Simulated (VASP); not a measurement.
Runs of VASP 6.6.1 on Ta. The structure is that of space group I4/mmm (No. 139), or close to it. The cells are those of the table. 

```tsv
cell	further INCAR settings	gap on the mesh (eV)	pressure (GPa)
a = 3.518, b = 3.518, c = 3.200 Å, 2 atoms	ALGO = Fast; EDIFF = 1e-06; NBANDS = 18	none	-12.7
a = 3.452, b = 3.452, c = 3.239 Å, 2 atoms	ALGO = Fast; EDIFF = 1e-07; NBANDS = 18	none	(a)
a = 3.518, b = 3.518, c = 3.065 Å, 2 atoms	ALGO = Fast; EDIFF = 1e-06; NBANDS = 18	none	-5.1
a = 3.452, b = 3.452, c = 3.151 Å, 2 atoms	ALGO = Fast; EDIFF = 1e-07; NBANDS = 18	none	-4.1
```

Alike in all rows: task single point; level PBE; potentials or basis VASP PAW PBE potentials, release 64 (Ta_pv); no spin polarisation; k mesh 16 × 16 × 16; cutoff (eV) 520; smearing gaussian 0.1 eV.

Task: Estimate the missing entries.

Result: (a) -9.1.

Caveats: the cell stands under tension; spin-orbit coupling is left out, which moves the levels of the heavy elements.

A k mesh can miss the band edges, and the runs leave out spin-orbit coupling on Ta.

A gap of «none» marks levels without a gap at the run's occupations.
